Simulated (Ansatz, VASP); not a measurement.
## One calculation of Rh, two programs

```xyz
2
Lattice="2.7310 0.0000 0.0000 -1.3655 2.3651 0.0000 0.0000 0.0000 4.4285" Properties=species:S:1:pos:R:3 pbc="T T T"
Rh    1.3655    1.0884    3.3214
Rh    0.0000    1.5767    1.1071
```

Alike in both runs: task single point; functional r2SCAN; k mesh 18 × 18 × 12; occupations gaussian, width 0.15 eV; no spin polarisation.

|  | VASP | Ansatz |
| --- | --- | --- |
| version | VASP 6.6.1 | Ansatz 0.2.0 |
| potentials or method | VASP PAW PBE potentials, release 64 (Rh_pv), cutoff 520 eV | scalar-relativistic, plane waves, PAW |
| valence electrons in the cell | 30 | 34 |

```tsv
	VASP	Ansatz	Ansatz less VASP
gap on the k mesh at the Fermi level (eV)	none	none	-
pressure (GPa)	-6.4	-7.4	-1.02
traceless stress, the component that is largest in VASP (GPa)	3.12	3.08	-0.037
rms of the force components (eV/Å)	0.440	0.432	-0.0078
```

VASP's potentials were made for PBE, not for r2SCAN. Atom by atom the forces differ by 0.008 eV/Å (rms over components). A gap of «none» marks a metal or a gap that the smearing closes. The functional is the same, so the differences come from potentials, cutoffs and numerics. VASP's potentials hold 30 valence electrons a cell and Ansatz's 34, so a difference there can come from the potentials and not from the codes.
